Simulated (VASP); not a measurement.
Write the native input for VASP 6.6.1 that does the following.

```yaml
Task: single point
Functional: PBEsol
Potentials_or_basis: VASP PAW PBE potentials, release 64 (Y_sv)
Cutoff: 520 eV
k_mesh: 18 × 18 × 8
Occupations: gaussian, width 0.15 eV
Spin: no spin polarisation
Dipole_correction: no
Further_INCAR_settings: ALGO = Fast; EDIFF = 1e-07; NBANDS = 18
```

The structure of Y lies in POSCAR:

```
Y
1.0
    3.6514992371      0.0000000000      0.0000000000
   -1.8257496185      3.1622911012      0.0830101414
    0.0000000000      0.1508692500      5.7474000000
Y
2
Direct
    0.3333333333      0.6666666667      0.2500000000
    0.6666666667      0.3333333333      0.7500000000
```

This cell differs from its parent crystal: strain +0.0525 x Voigt [0, 0, 0, 1, 0, 0].

One way to write it, as run:

INCAR

```
PREC = Accurate
ENCUT = 520
EDIFF = 1E-7
ISMEAR = 0
SIGMA = 0.15
LREAL = F
LASPH = T
NELM = 80
ALGO = Fast
ISIF = 2
LWAVE = F
LCHARG = T
GGA = PS
LELF = T
LVHAR = T
NBANDS = 18
```

KPOINTS

```
regular mesh
0
Gamma
  18 18 8
```

Potentials or basis: VASP PAW PBE potentials, release 64 (Y_sv).

Command:

```bash
$ cat potpaw_PBE.64/Y_sv/POTCAR > POTCAR
$ mpirun -np 1 vasp_std > vasp.out
```

It gave:

```yaml
Pressure: -2.3 GPa
Largest_force: 0.016 eV/Å
Band_gap_on_the_k_mesh: zero (bands 11 and 12 overlap by 1.37 eV)
```

Caveat: the cell differs from its parent crystal (strain +0.0525 x Voigt [0, 0, 0, 1, 0, 0]); the PAW data sets were made with another functional, which shifts forces and pressure a little.

Run time: 14 min on 1 thread of AMD EPYC 9R45 96-Core Processor (Zen 5) (shared host), peak memory 0.78 GiB.
